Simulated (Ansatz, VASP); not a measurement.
# TaAl5N6 in VASP and in Ansatz

INCAR

```
SYSTEM = TaAl5N6
PREC     = Accurate       ! precision mode
ENCUT    = 520            ! plane-wave cutoff, eV
EDIFF    = 1E-6           ! SCF threshold, eV
ISMEAR   = 0              ! smearing method
SIGMA    = 0.1            ! smearing width, eV
LREAL    = .FALSE.        ! projectors in reciprocal space
LASPH    = .TRUE.         ! aspherical terms in the spheres
NELM     = 100            ! most SCF steps
ALGO     = Normal         ! electronic algorithm
ISIF     = 2              ! what is computed and relaxed
LWAVE    = .FALSE.        ! write WAVECAR
LCHARG   = .FALSE.        ! write CHGCAR
GGA      = PE             ! functional
NBANDS   = 40             ! bands
```

KPOINTS

```
regular mesh
0
G
  6 6 2
  0 0 0
```

File POSCAR:

```
TaAl5N6
1.0
    3.3293049400      0.0000000000      0.0000000000
    0.0000000000      3.3293049400      0.0000000000
    0.0000000000      0.0000000000     14.1250445900
Ta Al N
1 5 6
Direct
    0.5000000000      0.5000000000      0.0000000000
    0.0000000000      0.0000000000      0.8333333300
    0.0000000000      0.0000000000      0.1666666700
    0.5000000000      0.5000000000      0.3333333300
    0.0000000000      0.0000000000      0.5000000000
    0.5000000000      0.5000000000      0.6666666700
    0.0000000000      0.0000000000      0.0000000000
    0.5000000000      0.5000000000      0.1666666700
    0.0000000000      0.0000000000      0.3333333300
    0.5000000000      0.5000000000      0.5000000000
    0.0000000000      0.0000000000      0.6666666700
    0.5000000000      0.5000000000      0.8333333300
```

Input for Ansatz:

```yaml
crystal:
  lattice:
    - [3.32930494, 0.0, 0.0]
    - [0.0, 3.32930494, 0.0]
    - [0.0, 0.0, 14.12504459]
  atoms:
    - { symbol: Ta, position: [0.5, 0.5, 0.0] }
    - { symbol: Al, position: [0.0, 0.0, 0.83333333] }
    - { symbol: Al, position: [0.0, 0.0, 0.16666667] }
    - { symbol: Al, position: [0.5, 0.5, 0.33333333] }
    - { symbol: Al, position: [0.0, 0.0, 0.5] }
    - { symbol: Al, position: [0.5, 0.5, 0.66666667] }
    - { symbol: "N", position: [0.0, 0.0, 0.0] }
    - { symbol: "N", position: [0.5, 0.5, 0.16666667] }
    - { symbol: "N", position: [0.0, 0.0, 0.33333333] }
    - { symbol: "N", position: [0.5, 0.5, 0.5] }
    - { symbol: "N", position: [0.0, 0.0, 0.66666667] }
    - { symbol: "N", position: [0.5, 0.5, 0.83333333] }
basis:
  ecutwfc: 420
kpoints:
  mp_grid: { grid: [6, 6, 2] }
hamiltonian:
  xc: pbe
scf:
  occupations: { method: gaussian, width: 0.1 }
  lower_state_search: "off"
output:
  forces: true
  stress: true
  eigenvalues: true
```

Alike in both runs: task single point; functional PBE; k mesh 6 × 6 × 2; occupations gaussian, width 0.1 eV; no spin polarisation.

```csv
,VASP,Ansatz
version,VASP 6.6.1,Ansatz 0.2.0
potentials or method,"VASP PAW PBE potentials, release 64 (Ta_pv, Al, N), cutoff 520 eV","scalar-relativistic, plane waves, PAW"
valence electrons in the cell,56,58
```

|  | VASP | Ansatz | Ansatz less VASP |
| --- | --- | --- | --- |
| gap on the k mesh at the Fermi level (eV) | none | none | - |
| rms of the force components (eV/Å) | 0.232 | 0.234 | +0.0012 |

Atom by atom the forces differ by 0.003 eV/Å (rms over components). A gap of «none» marks a metal or a gap that the smearing closes. VASP's potentials hold 56 valence electrons a cell and Ansatz's 58, so a difference there can come from the potentials and not from the codes.

Neither program's run includes spin-orbit coupling.
